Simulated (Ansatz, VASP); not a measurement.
## Mo in VASP and in Ansatz

```
CELL_PARAMETERS angstrom
2.69723 0.00000 0.00000
-1.34862 2.33587 0.00000
0.00000 0.00000 4.75773
ATOMIC_POSITIONS crystal
Mo 0.33333 0.66667 0.25000
Mo 0.66667 0.33333 0.75000
```

Alike in both runs: task single point; functional PBEsol; k mesh 15 × 15 × 8; occupations fermi-dirac, width 0.1 eV; no spin polarisation.

|  | VASP | Ansatz |
| --- | --- | --- |
| version | VASP 6.6.1 | Ansatz 0.2.0 |
| potentials or method | VASP PAW PBE potentials, release 64 (Mo_sv), cutoff 520 eV | plane waves (420 eV) with PAW, scalar-relativistic |
| valence electrons in the cell | 28 | 28 |

|  | VASP | Ansatz | Ansatz less VASP |
| --- | --- | --- | --- |
| pressure (GPa) | 12.1 | 11.5 | -0.61 |
| traceless stress, the component that is largest in VASP (GPa) | -1.18 | -1.08 | +0.097 |

VASP's potentials were made for PBE, not for PBEsol, and Ansatz warns of the same on its side. The functional is the same, so the differences come from potentials, cutoffs and numerics.
